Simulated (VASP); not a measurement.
# Hf (P6_3/mmc) in VASP: a series of runs

The runs below take Hf through electric field gradients, with PBEsol.

All numbers are computed with VASP 6.6.1; they aren't measurements. Logs are shortened: lines on timing, memory, paths and dates and some standing lists are left out, and cuts for length are marked.

### 1 The cell of the first run

The structure is hexagonal, space group P6_3/mmc (No. 194). The conventional cell has a = 3.218 Å, b = 3.218 Å, c = 5.091 Å, α = 90.00°, β = 90.00°, γ = 120.00°. Within 4.1 Å of Hf (site symmetry -6m2) lie 12 Hf at 3.15 to 3.22 Å.

### 2 Electric field gradients, PBEsol (volume scaled by 1.02)

INCAR reads:

```
SYSTEM = Hf
  PREC = Accurate
  ENCUT = 520
  EDIFF = 1E-8
  ISMEAR = -1
  SIGMA = 0.05
  LREAL = .False.
  LASPH = .True.
  NELM = 80
  ALGO = Normal
  ISIF = 2
  LWAVE = .False.
  LCHARG = .False.
  GGA = PS
  LEFG = .True.
  NBANDS = 17
```

KPOINTS reads:

```
Automatic mesh
0
Gamma
  13 13 7
  0 0 0
```

POSCAR reads:

```
Hf
1.0
    3.2178693301      0.0000000000      0.0000000000
   -1.6089346650      2.7867565859      0.0000000000
    0.0000000000      0.0000000000      5.0912963404
Hf
2
Direct
    0.3333333333      0.6666666667      0.2500000000
    0.6666666667      0.3333333333      0.7500000000
```

Potentials or basis: VASP PAW PBE potentials, release 64 (Hf_pv).

The run is started by

```bash
$ cat potpaw_PBE.64/Hf_pv/POTCAR > POTCAR
$ mpirun -np 1 vasp_std > vasp.out
```

OUTCAR:

```text
SYSTEM = Hf
   PREC = Accurate
   ENCUT = 520
   EDIFF = 1E-8
   ISMEAR = -1
   LREAL = .False.
   LASPH = .True.
   NELM = 80
   ISIF = 2
   GGA = PS

 ion  position               nearest neighbor table
   1  0.333  0.667  0.250-   2 3.15   2 3.15   2 3.15   2 3.15   2 3.15   2 3.15
   2  0.667  0.333  0.750-   1 3.15   1 3.15   1 3.15   1 3.15   1 3.15   1 3.15

  LATTYP: Found a hexagonal cell.
 ALAT       =     3.2178693301
 C/A-ratio  =     1.5821948681

  Lattice vectors:

 A1 = (   3.2178693301,   0.0000000000,   0.0000000000)
 A2 = (  -1.6089346650,   2.7867565859,   0.0000000000)
 A3 = (   0.0000000000,   0.0000000000,   5.0912963404)

Analysis of symmetry for initial positions (statically):
=====================================================================
 Subroutine PRICEL returns:
 Original cell was already a primitive cell.

 Routine SETGRP: Setting up the symmetry group for a
 hexagonal supercell.

 Subroutine GETGRP returns: Found 24 space group operations
 (whereof 12 operations were pure point group operations)
 out of a pool of 24 trial point group operations.

The static configuration has the point symmetry D_3d.
 The point group associated with its full space group is D_6h.

Analysis of symmetry for dynamics (positions and initial velocities):
=====================================================================
 Subroutine PRICEL returns:
 Original cell was already a primitive cell.

 Routine SETGRP: Setting up the symmetry group for a
 hexagonal supercell.

 Subroutine GETGRP returns: Found 24 space group operations
 (whereof 12 operations were pure point group operations)
 out of a pool of 24 trial point group operations.

The dynamic configuration has the point symmetry D_3d.
 The point group associated with its full space group is D_6h.

 Subroutine INISYM returns: Found 24 space group operations
 (whereof 12 operations are pure point group operations),
 and found     1 'primitive' translations

----------------------------------------------------------------------------------------

                                     Primitive cell

  volume of cell :      45.6558

  direct lattice vectors                    reciprocal lattice vectors
     3.217869330  0.000000000  0.000000000     0.310764639  0.179420048  0.000000000
    -1.608934665  2.786756586  0.000000000     0.000000000  0.358840096  0.000000000
     0.000000000  0.000000000  5.091296340     0.000000000  0.000000000  0.196413631

  length of vectors
     3.217869330  3.217869330  5.091296340     0.358840096  0.358840096  0.196413631

  position of ions in fractional coordinates (direct lattice)
     0.333333333  0.666666667  0.250000000
     0.666666667  0.333333333  0.750000000

  ion indices of the primitive-cell ions
   primitive index   ion index
                 1           1
                 2           2

----------------------------------------------------------------------------------------

 KPOINTS: Automatic mesh

Automatic generation of k-mesh.
 Grid dimensions read from file:
 generate k-points for:   13   13    7

 Generating k-lattice:

  Cartesian coordinates                     Fractional coordinates (reciprocal lattice)
     0.023904972  0.013801542  0.000000000     0.076923077  0.000000000  0.000000000
     0.000000000  0.027603084  0.000000000     0.000000000  0.076923077  0.000000000
     0.000000000  0.000000000  0.028059090     0.000000000  0.000000000  0.142857143

  Length of vectors
     0.027603084  0.027603084  0.028059090

  Shift w.r.t. Gamma in fractional coordinates (k-lattice)
     0.000000000  0.000000000  0.000000000

 Subroutine IBZKPT returns following result:
 ===========================================

 Found     84 irreducible k-points:

 Following reciprocal coordinates:
            Coordinates               Weight
  0.000000  0.000000  0.000000      1.000000
  0.076923  0.000000  0.000000      6.000000
  0.153846  0.000000  0.000000      6.000000
  0.230769  0.000000  0.000000      6.000000
  0.307692  0.000000  0.000000      6.000000
  0.384615  0.000000  0.000000      6.000000
[... 16 lines left out ...]
  0.076923  0.000000  0.142857     12.000000
  0.153846  0.000000  0.142857     12.000000
 [... further k-points ...]
   k-points           NKPTS =     84   k-points in BZ     NKDIM =     84   number of bands    NBANDS=     17
   number of dos      NEDOS =    301   number of ions     NIONS =      2
   total plane-waves  NPLWV =  23040
   dimension x,y,z NGX =    24 NGY =   24 NGZ =   40
   dimension x,y,z NGXF=    48 NGYF=   48 NGZF=   80
   ions per type =               2
   NGX,Y,Z   is equivalent  to a cutoff of  12.40, 12.40, 13.06 a.u.
   NGXF,Y,Z  is equivalent  to a cutoff of  24.80, 24.80, 26.12 a.u.
 SYSTEM =  Hf
   PREC   = accura    normal or accurate (medium, high low for compatibility)
   ISTART =      0    job   : 0-new  1-cont  2-samecut
   ICHARG =      2    charge: 1-file 2-atom 10-const
   ISPIN  =      1    spin polarized calculation?
   LNONCOLLINEAR =      F non collinear calculations
   LSORBIT =      F    spin-orbit coupling
   LASPH  =      T    aspherical Exc in radial PAW
   ENCUT  =  520.0 eV  38.22 Ry    6.18 a.u.   5.98  5.98  9.47*2*pi/ulx,y,z
   NELM   =     80;   NELMIN=  2; NELMDL= -5     # of ELM steps
   EDIFF  = 0.1E-07   stopping-criterion for ELM
   LREAL  =      F    real-space projection
   EDIFFG = 0.1E-06   stopping-criterion for IOM
   NSW    =      0    number of steps for IOM
   IBRION =     -1    ionic relax: 0-MD 1-quasi-New 2-CG
   NFREE  =      0    steps in history (QN), initial steepest desc. (CG)
   ISIF   =      2    stress and relaxation
   ISYM   =      2    0-nonsym 1-usesym 2-fastsym
   POTIM  = 0.5000    time-step for ionic-motion
   TEBEG  =    0.0;   TEEND  =   0.0 temperature during run
   PSTRESS=    0.0 pullay stress
   NELECT =      20.0000    total number of electrons
   NUPDOWN=      -1.0000    fix difference up-down
   EMIN   =  10.00;   EMAX   =-10.00  energy-range for DOS
   EFERMI =   0.00;   METHOD = LEGACY
   ISMEAR =    -1;   SIGMA  =   0.05  broadening in eV -4-tet -1-fermi 0-gaus
   EFERMI_NEDOS =   21; number of points for ismear=-14 and -15
   IALGO  =     38    algorithm
   IMIX   =      4    mixing-type and parameters
     AMIX     =   0.40;   BMIX     =  1.00
     AMIX_MAG =   1.60;   BMIX_MAG =  1.00
  volume/ion in A,a.u.               =      22.83       154.05
  Fermi-wavevector in a.u.,A,eV,Ry     =   1.243329  2.349552 21.032813  1.545868
  Thomas-Fermi vector in A             =   2.377645
   LORBIT       =      0    0 simple, 1 ext, 2 COOP (PROOUT), +10 PAW based schemes
   GGA     = PS    functional components
   LHFCALC =     F    Hartree Fock is set to
   AEXX    =    0.0000 exact exchange contribution
   IVDW    =     0    specifies the selected vdW correction
   LEPSILON=     F    determine dielectric tensor
   LRPA    =     F    only Hartree local field effects (RPA)
 non-spin polarized calculation
  energy-cutoff  :      520.00
  volume of cell :       45.66
 maximum number of plane-waves:      1247
 NGX is ok and might be reduce to    24
   NGX = 11   NGY = 11   NGZ = 19

 number of electron      20.0000007 magnetization

 Free energy of the ion-electron system (eV)
  ---------------------------------------------------
  ext. energy  EPLUGINS =         0.00000000
  ---------------------------------------------------
  free energy    TOTEN  =       -20.96172507 eV

  energy without entropy =      -20.94851026  energy(sigma->0) =      -20.95511766

 E-fermi :   4.6217     XC(G=0): -11.2992

 val. band max:        4.6100984286   @ k =   0.3077   0.2308   0.4286
 cond. band min:       4.6218774847   @ k =   0.0000   0.0000   0.2857
 fundamental gap:      0.0117790561
 Fermi energy:         4.6217230666

 k-point     1 :       0.0000    0.0000    0.0000
  band No.  band energies     occupation
      1     -26.4276      2.00000
      2     -25.7274      2.00000
      3     -25.7274      2.00000
      4     -25.6119      2.00000
      5     -25.6065      2.00000
      6     -25.6065      2.00000
[... 9 lines left out ...]
     16       7.1945      0.00000
     17       9.8382      0.00000

 k-point     2 :       0.0769    0.0000    0.0000
  band No.  band energies     occupation
      1     -26.4132      2.00000
      2     -25.7579      2.00000
      3     -25.7377      2.00000
      4     -25.6388      2.00000
      5     -25.6186      2.00000
      6     -25.6106      2.00000
[... 9 lines left out ...]
     16       7.0294      0.00000
     17       9.9708      0.00000

 k-point     3 :       0.1538    0.0000    0.0000
  band No.  band energies     occupation
      1     -26.3717      2.00000
      2     -25.8427      2.00000
      3     -25.7654      2.00000
      4     -25.7264      2.00000
      5     -25.6386      2.00000
      6     -25.6228      2.00000
[... 9 lines left out ...]
     16       7.1939      0.00000
     17      10.2578      0.00000

 k-point     4 :       0.2308    0.0000    0.0000
  band No.  band energies     occupation
      1     -26.3079      2.00000
      2     -25.9624      2.00000
      3     -25.8455      2.00000
      4     -25.8030      2.00000
      5     -25.6720      2.00000
      6     -25.6412      2.00000
[... 9 lines left out ...]
     16       7.9186      0.00000
     17      10.5405      0.00000

 k-point     5 :       0.3077    0.0000    0.0000
  band No.  band energies     occupation
      1     -26.2300      2.00000
      2     -26.0893      2.00000
      3     -25.9665      2.00000
      4     -25.8415      2.00000
      5     -25.7174      2.00000
      6     -25.6617      2.00000
[... 9 lines left out ...]
     16       8.8360      0.00000
     17      10.7468      0.00000

 k-point     6 :       0.3846    0.0000    0.0000
  band No.  band energies     occupation
      1     -26.1941      2.00000
      2     -26.1506      2.00000
      3     -26.0633      2.00000
      4     -25.8726      2.00000
      5     -25.7697      2.00000
      6     -25.6793      2.00000
[... 9 lines left out ...]
     16       9.8118      0.00000
     17      10.8687      0.00000
[... 281 lines left out ...]
 k-point    21 :       0.3077    0.3077    0.0000
  band No.  band energies     occupation
      1     -26.1668      2.00000
      2     -26.0566      2.00000
      3     -26.0158      2.00000
      4     -25.9825      2.00000
      5     -25.9045      2.00000
      6     -25.8878      2.00000
[... 9 lines left out ...]
     16      10.2642      0.00000
     17      10.4023      0.00000

 k-point    22 :       0.0000    0.0000    0.1429
  band No.  band energies     occupation
      1     -26.3897      2.00000
      2     -25.7214      2.00000
      3     -25.7214      2.00000
      4     -25.6551      2.00000
      5     -25.6125      2.00000
      6     -25.6125      2.00000
[... 9 lines left out ...]
     16       7.4901      0.00000
     17       9.9086      0.00000

 k-point    23 :       0.0769    0.0000    0.1429
  band No.  band energies     occupation
      1     -26.3772      2.00000
      2     -25.7511      2.00000
      3     -25.7314      2.00000
      4     -25.6802      2.00000
      5     -25.6250      2.00000
      6     -25.6170      2.00000
[... 9 lines left out ...]
     16       7.3885      0.00000
     17      10.0191      0.00000

 k-point    24 :       0.1538    0.0000    0.1429
  band No.  band energies     occupation
      1     -26.3417      2.00000
      2     -25.8332      2.00000
      3     -25.7609      2.00000
      4     -25.7584      2.00000
      5     -25.6472      2.00000
      6     -25.6299      2.00000
[... 9 lines left out ...]
     16       7.3737      0.00000
     17      10.2431      0.00000

 [... further k-points ...]
[... 5 lines left out ...]
  --------------------------------------------------------------------------------------
  -------------------------------------------------------------------------------------
  Total       -1.6833460     -1.6833460     -1.7989672     -0.0000000      0.0000000      0.0000000
  in kB      -59.0728810    -59.0728810    -63.1303241     -0.0000000      0.0000000      0.0000000
  external PRESSURE =     -60.4253621 kB  Pullay stress =       0.0000000 kB

 VOLUME and BASIS-vectors are now :
 -----------------------------------------------------------------------------
  energy-cutoff  :      520.00
  volume of cell :       45.66
      direct lattice vectors                 reciprocal lattice vectors
     3.217869330  0.000000000  0.000000000     0.310764639  0.179420048  0.000000000
    -1.608934665  2.786756586  0.000000000     0.000000000  0.358840096  0.000000000
     0.000000000  0.000000000  5.091296340     0.000000000  0.000000000  0.196413631

 POSITION                                       TOTAL-FORCE (eV/Angst)
 -----------------------------------------------------------------------------------
     -0.00000      1.85784      1.27282         0.000000     -0.000000      0.000000
      1.60893      0.92892      3.81847        -0.000000      0.000000      0.000000
 -----------------------------------------------------------------------------------
    total drift:                               -0.000000      0.000000     -0.000000

  FREE ENERGIE OF THE ION-ELECTRON SYSTEM (eV)
  ---------------------------------------------------
  free  energy   TOTEN  =       -20.9617250714 eV

  energy  without entropy=      -20.9485102552  energy(sigma->0) =      -20.95511766

 Electric field gradients (V/A^2)
---------------------------------------------------------------------
 ion       V_xx      V_yy      V_zz      V_xy      V_xz      V_yz
---------------------------------------------------------------------
   1     -38.776   -38.775    77.550     0.001     0.000    -0.000
   2     -38.776   -38.775    77.550     0.001    -0.000     0.000
---------------------------------------------------------------------

 Electric field gradients after diagonalization (V/A^2)
 (convention: |V_zz| > |V_xx| > |V_yy|)
----------------------------------------------------------------------
 ion       V_xx      V_yy      V_zz     asymmetry (V_yy - V_xx)/ V_zz
----------------------------------------------------------------------
   1     -38.776   -38.775    77.550       0.000
   2     -38.776   -38.775    77.550       0.000
----------------------------------------------------------------------

           NMR quadrupolar parameters

 Cq : quadrupolar parameter    Cq=e*Q*V_zz/h
 eta: asymmetry parameters     (V_yy - V_xx)/ V_zz
 Q  : nuclear electric quadrupole moment in mb (millibarn)
----------------------------------------------------------------------
 ion       Cq(MHz)       eta       Q (mb)
----------------------------------------------------------------------
   1       0.188       0.000       1.000
   2       0.188       0.000       1.000
----------------------------------------------------------------------
```

Wall time 21 s (1 thread of Intel Xeon 6975P-C (Granite Rapids), shared host); peak memory 0.19 GiB.

Results:

```
Free energy            : -20.9617 eV
Pressure               : -6.0 GPa
Band gap on the k mesh : zero (band 10 reaches 5.78 eV, above the bottom of band 11 at 4.23 eV)
```

Levels at points of the mesh, in eV from the Fermi level:
```tsv
k point	band 6	band 7	band 8	band 9	band 10	band 11	band 12	band 13	band 14	band 15
(0.00, 0.00, 0.00)	-30.23	-7.32	-3.66	0.60	1.16	1.16	1.43	1.96	1.96	2.57
```

Electric field gradients, principal values (V/Å²):
```tsv
atom	least	middle	greatest (by size)
1 Hf	-38.775	-38.776	77.550
2 Hf	-38.775	-38.776	77.550
```

Caveat: without QUAD_EFG the Cq values of the log hold for a quadrupole moment of 1 mb, not for the nuclei; the PAW data sets were made with another functional, which shifts forces and pressure a little; spin-orbit coupling is left out, which moves the levels of the heavy elements.

(Part 1 of 2 ends here.)
